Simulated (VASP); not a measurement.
# LiY (P6mm) in VASP: further runs, part 2 of 2

VASP 6.6.1.

### Step 4. Single point, PBE0

Input file POSCAR:

```
LiY
1.0
    3.0834595800      0.0000000000      0.0000000000
   -1.5417297900      2.6703543300      0.0000000000
    0.0000000000      0.0000000000      4.5284494500
Li Y
1 1
Direct
    0.0000000000      0.0000000000      0.8887955400
    0.0000000000      0.0000000000      0.4055029000
```

Input file INCAR.step1:

```
PREC     = Accurate       # precision mode
ENCUT    = 520            # plane-wave cutoff, eV
EDIFF    = 1E-5           # SCF threshold, eV
ISMEAR   = -1             # smearing method
SIGMA    = 0.1            # smearing width, eV
LREAL    = F              # projectors in reciprocal space
LASPH    = T              # aspherical terms in the spheres
NELM     = 80             # most SCF steps
ALGO     = Normal         # electronic algorithm
ISIF     = 2              # what is computed and relaxed
LWAVE    = T              # write WAVECAR
LCHARG   = F              # write CHGCAR
NBANDS   = 14             # bands
GGA      = PE             # functional
```

Input file INCAR.step2:

```
PREC     = Accurate       # precision mode
ENCUT    = 520            # plane-wave cutoff, eV
EDIFF    = 1E-6           # SCF threshold, eV
ISMEAR   = -1             # smearing method
SIGMA    = 0.1            # smearing width, eV
LREAL    = F              # projectors in reciprocal space
LASPH    = T              # aspherical terms in the spheres
NELM     = 80             # most SCF steps
ALGO     = Normal         # electronic algorithm
ISIF     = 2              # what is computed and relaxed
LWAVE    = F              # write WAVECAR
LCHARG   = F              # write CHGCAR
GGA      = PE             # functional
LHFCALC  = T              # exact exchange
AEXX     = 0.25           # exact-exchange fraction
PRECFOCK = Normal       
NBANDS   = 14             # bands
ISTART   = 1
```

Input file KPOINTS:

```
Automatic mesh
0
Gamma
  5 5 3
```

Potentials or basis: VASP PAW PBE potentials, release 64 (Li_sv, Y_sv).

Started as:

```bash
cat potpaw_PBE.64/Li_sv/POTCAR potpaw_PBE.64/Y_sv/POTCAR > POTCAR
cp INCAR.step1 INCAR
mpirun -np 1 vasp_std > vasp.out
cp INCAR.step2 INCAR
mpirun -np 1 vasp_std > vasp.out
```

OUTCAR:

```text
PREC = Accurate
   ENCUT = 520
   EDIFF = 1E-6
   ISMEAR = -1
   LREAL = F
   LASPH = T
   NELM = 80
   ISIF = 2
   GGA = PE
   LHFCALC = T
   AEXX = 0.25
   PRECFOCK = Normal
   ISTART = 1

 ion  position               nearest neighbor table
   1  0.000  0.000  0.889-   2 2.19   2 2.34
   2  0.000  0.000  0.406-   1 2.19   1 2.34

  LATTYP: Found a hexagonal cell.
 ALAT       =     3.0834595800
 C/A-ratio  =     1.4686261754

  Lattice vectors:

 A1 = (   3.0834595800,   0.0000000000,   0.0000000000)
 A2 = (  -1.5417297900,   2.6703543300,   0.0000000000)
 A3 = (   0.0000000000,   0.0000000000,   4.5284494500)

Analysis of symmetry for initial positions (statically):
=====================================================================
 Subroutine PRICEL returns:
 Original cell was already a primitive cell.

 Routine SETGRP: Setting up the symmetry group for a
 hexagonal supercell.

 Subroutine GETGRP returns: Found 12 space group operations
 (whereof 12 operations were pure point group operations)
 out of a pool of 24 trial point group operations.

The static configuration has the point symmetry C_6v.

Analysis of symmetry for dynamics (positions and initial velocities):
=====================================================================
 Subroutine PRICEL returns:
 Original cell was already a primitive cell.

 Routine SETGRP: Setting up the symmetry group for a
 hexagonal supercell.

 Subroutine GETGRP returns: Found 12 space group operations
 (whereof 12 operations were pure point group operations)
 out of a pool of 24 trial point group operations.

The dynamic configuration has the point symmetry C_6v.

 Subroutine INISYM returns: Found 12 space group operations
 (whereof 12 operations are pure point group operations),
 and found     1 'primitive' translations

[... 112 lines left out ...]
   HFSCREEN=    0.0000 screening length (either q_TF or 0.3 A-1)
   HFSCREENC=   0.0000 screening length for correlation (either q_TF or 0.3 A-1)
   ENCUTFOCK=  -1.0 apply spherical cutoff to Coloumb kernel
   IVDW    =     0    specifies the selected vdW correction
   LEPSILON=     F    determine dielectric tensor
   LRPA    =     F    only Hartree local field effects (RPA)
 non-spin polarized calculation
  energy-cutoff  :      520.00
  volume of cell :       37.29
 maximum number of plane-waves:      1013
 NGX is ok and might be reduce to    24
  NGX = 18; NGY = 18; NGZ = 28

 number of electron      13.9999997 magnetization

 Free energy of the ion-electron system (eV)
  ---------------------------------------------------
  ext. energy  EPLUGINS =         0.00000000
  ---------------------------------------------------
  free energy    TOTEN  =        -7.66666395 eV

  energy without entropy =       -7.66102270  energy(sigma->0) =       -7.66384332

 E-fermi :   3.8436     XC(G=0):  -7.7195

 val. band max:        3.4697690226   @ k =   0.2000   0.0000   0.0000
 cond. band min:       4.2377112255   @ k =   0.4000   0.2000   0.0000
 fundamental gap:      0.7679422028
 Fermi energy:         3.8436304662

 k-point     1 :       0.0000    0.0000    0.0000
  band No.  band energies     occupation
      1     -47.7122      2.00000
      2     -42.6345      2.00000
      3     -21.7502      2.00000
      4     -20.2901      2.00000
      5     -20.2901      2.00000
      6      -2.1993      2.00000
      7       2.4267      2.00000
      8       6.6937      0.00000
      9       7.1222      0.00000
     10       7.1222      0.00000
     11      10.1674      0.00000
     12      10.1674      0.00000
     13      13.9338      0.00000
     14      15.7963      0.00000
[... 139 lines left out ...]
      1     -47.6906      2.00000
      2     -42.3589      2.00000
      3     -21.8322      2.00000
      4     -21.3677      2.00000
      5     -21.0912      2.00000
      6       1.3366      2.00000
      7       2.8973      1.99984
      8       5.1196      0.00001
      9       6.4077      0.00000
     10       6.5264      0.00000
     11      10.7901      0.00000
     12      11.2410      0.00000
     13      13.2188      0.00000
     14      14.5927      0.00000

------------------------ aborting loop because EDIFF is reached ----------------------------------------

  FORCE on cell =-STRESS in cart. coord.  units (eV):
  Direction    XX          YY          ZZ          XY          YZ          ZX
  --------------------------------------------------------------------------------------
  -------------------------------------------------------------------------------------
  Total        2.6521072      2.6521072     10.3847073      0.0000000      0.0000000     -0.0000000
  in kB      113.9580417    113.9580418    446.2191118      0.0000000      0.0000000     -0.0000000
  external PRESSURE =     224.7117318 kB  Pullay stress =       0.0000000 kB

 VOLUME and BASIS-vectors are now :
 -----------------------------------------------------------------------------
  energy-cutoff  :      520.00
  volume of cell :       37.29
      direct lattice vectors                 reciprocal lattice vectors
     3.083459580  0.000000000  0.000000000     0.324311045  0.187241069  0.000000000
    -1.541729790  2.670354330  0.000000000     0.000000000  0.374482138  0.000000000
     0.000000000  0.000000000  4.528449450     0.000000000  0.000000000  0.220826137

 POSITION                                       TOTAL-FORCE (eV/Angst)
 -----------------------------------------------------------------------------------
      0.00000      0.00000      4.02487         0.000000     -0.000000      0.549444
      0.00000      0.00000      1.83630        -0.000000      0.000000     -0.549444
 -----------------------------------------------------------------------------------
    total drift:                               -0.000000      0.000000      0.000088

  FREE ENERGIE OF THE ION-ELECTRON SYSTEM (eV)
  ---------------------------------------------------
  free  energy   TOTEN  =        -7.6666639467 eV

  energy  without entropy=       -7.6610226991  energy(sigma->0) =       -7.66384332
```

It took 5.6 min on 1 thread of AMD EPYC 7R13 (Zen 3), shared host; peak memory 0.14 GiB.

Results:

```yaml
Free_energy: -7.6667 eV
Largest_force: 0.549 eV/Å
Band_gap_on_the_k_mesh: zero (bands 7 and 8 overlap by 1.11 eV)
```

Forces in eV/Å, atoms in the order of the input:
```
Li   0.000  0.000  0.549
Y    0.000  0.000 -0.549
```

Caveat: the k points lie up to 0.47 Å⁻¹ apart, too coarse for converged energies and pressures of a metal; the cutoff is under 1.25 times the usual one of these potentials, so pressure, stress and relaxed cells hold a basis-set (Pulay) error; the PAW data sets were made with another functional, which shifts forces and pressure a little.
